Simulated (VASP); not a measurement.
A run of VASP 6.6.1 is set up as follows.

INCAR

```
  ALGO = Normal
  EDIFF = 1E-6
  EDIFFG = -0.002
  ENCUT = 600
  GGA = PS
  IBRION = 2
  ISIF = 3
  ISMEAR = -1
  LASPH = True
  LCHARG = False
  LREAL = False
  LWAVE = False
  NELM = 100
  NSW = 100
  PREC = Accurate
  SIGMA = 0.1
```

KPOINTS

```
k-points
0
Gamma
  12 12 12
```

POSCAR

```
P
1.0
    1.7257251780      0.9963478961      3.1296800121
   -1.7257251780      0.9963478961      3.1296800121
    0.0000000000     -1.9926957921      3.1296800121
P
2
Direct
    0.2270802500      0.2270802500      0.2270802500
    0.7729197500      0.7729197500      0.7729197500
```

Potentials or basis: VASP PAW PBE potentials, release 64 (P).

Run with:

```bash
$ cat potpaw_PBE.64/P/POTCAR > POTCAR
$ mpirun -np 1 vasp_std > vasp.out
```

(1) What does it give for the relaxed cell?

(2) What does it give for the relaxed volume?

## Answers

(1) a = 3.555 Å, b = 3.555 Å, c = 3.555 Å, α = 57.88°, β = 57.88°, γ = 57.88°.

(2) 15.12 Å³/atom.

Caveat: the PAW data sets were made with another functional, which shifts forces and pressure a little.
